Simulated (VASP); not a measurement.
## Fe: single point with PBE

The system is Fe.

```
CELL_PARAMETERS angstrom
3.40488 0.00000 0.00000
0.00000 3.40488 0.00000
0.00000 0.00000 3.40488
ATOMIC_POSITIONS crystal
Fe 0.00000 0.00000 0.50000
Fe 0.00000 0.50000 0.00000
Fe 0.50000 0.00000 0.00000
```

The cell was generated, and may not be a known phase.

```json
{"Program": "VASP 6.6.1", "Task": "single point", "Functional": "PBE", "Potentials or basis": "VASP PAW PBE potentials, release 64 (Fe)", "Cutoff": "520 eV", "k mesh": "6 × 6 × 6", "Occupations": "gaussian, width 0.1 eV", "Spin": "collinear spin, ferromagnetic start", "Starting moments": "[4.0, 4.0, 4.0] μB", "Dipole correction": "no", "Further INCAR settings": "ALGO = Fast; EDIFF = 1e-06; NBANDS = 23"}
```

```yaml
Pressure: -0.2 GPa
Net_moment: 5.78 μB per cell
Site_moments: Fe +1.91 μB
Valence_electrons_inside_the_program's_atomic_spheres: Fe 7.27
```

Levels at points of the mesh, in eV from the Fermi level:
Spin up:
| k point | band 11 | band 12 | band 13 | band 14 | band 15 | band 16 | band 17 | band 18 | band 19 | band 20 |
| --- | --- | --- | --- | --- | --- | --- | --- | --- | --- | --- |
| (0.00, 0.00, 0.00) | -0.59 | -0.59 | 0.42 | 0.87 | 0.87 | 0.87 | 4.81 | 4.81 | 4.81 | 11.32 |
| (0.50, 0.00, 0.00) | -1.50 | -1.16 | -0.92 | -0.92 | -0.81 | -0.38 | 0.87 | 9.14 | 9.14 | 11.27 |
| (0.50, 0.50, 0.00) | -1.54 | -1.54 | -1.24 | -0.77 | -0.53 | 0.13 | 1.76 | 3.14 | 3.14 | 13.35 |
| (0.50, 0.50, 0.50) | -0.84 | -0.84 | 0.33 | 0.54 | 0.54 | 0.54 | 2.19 | 2.19 | 2.19 | 7.73 |
Spin down:
```tsv
k point	band 6	band 7	band 8	band 9	band 10	band 11	band 12	band 13
(0.00, 0.00, 0.00)	-2.20	-2.20	1.21	1.21	1.21	2.15	2.15	2.42
(0.50, 0.00, 0.00)	-1.25	-0.81	-0.75	-0.75	0.58	0.80	0.82	1.18
(0.50, 0.50, 0.00)	-0.97	-0.97	-0.67	-0.55	-0.55	0.56	0.87	0.87
(0.50, 0.50, 0.50)	-0.62	-0.62	0.48	1.15	1.15	1.15	1.77	1.77
```

Run time: 20 s on 1 thread of Intel(R) Xeon(R) 6975P-C (Granite Rapids) (shared host), peak memory 0.17 GiB.
